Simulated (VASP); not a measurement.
Here is a VASP 6.6.1 calculation.

File INCAR:

```
PREC = Accurate ; ENCUT = 520
EDIFF = 1E-6 ; ISMEAR = 0
SIGMA = 0.15 ; LREAL = False
LASPH = True ; NELM = 80
ALGO = Normal ; ISIF = 2
LWAVE = False ; LCHARG = True
GGA = PS ; LELF = True
LVHAR = True ; NBANDS = 12
```

File KPOINTS:

```
Automatic mesh
0
Gamma
  20 20 20
```

POSCAR

```
Ta
1.0
   -1.5522032000      1.5522032000      1.6512800000
    1.5522032000     -1.5522032000      1.6512800000
    1.5522032000      1.5522032000     -1.6512800000
Ta
1
Direct
    0.0000000000      0.0000000000      0.0000000000
```

Potentials or basis: VASP PAW PBE potentials, release 64 (Ta_pv).

Command:

```sh
$ cat potpaw_PBE.64/Ta_pv/POTCAR > POTCAR
$ mpirun -np 1 vasp_std > vasp.out
```

What does it give for the pressure?

27.3 GPa.

Stress tensor (GPa, compression positive):
```
30.50  0.00  0.00
 0.00 30.50  0.00
 0.00  0.00 20.92
```

Caveat: the cell differs from its parent crystal (strain -0.0600 x Voigt [1, 1, 0, 0, 0, 0]); the PAW data sets were made with another functional, which shifts forces and pressure a little.
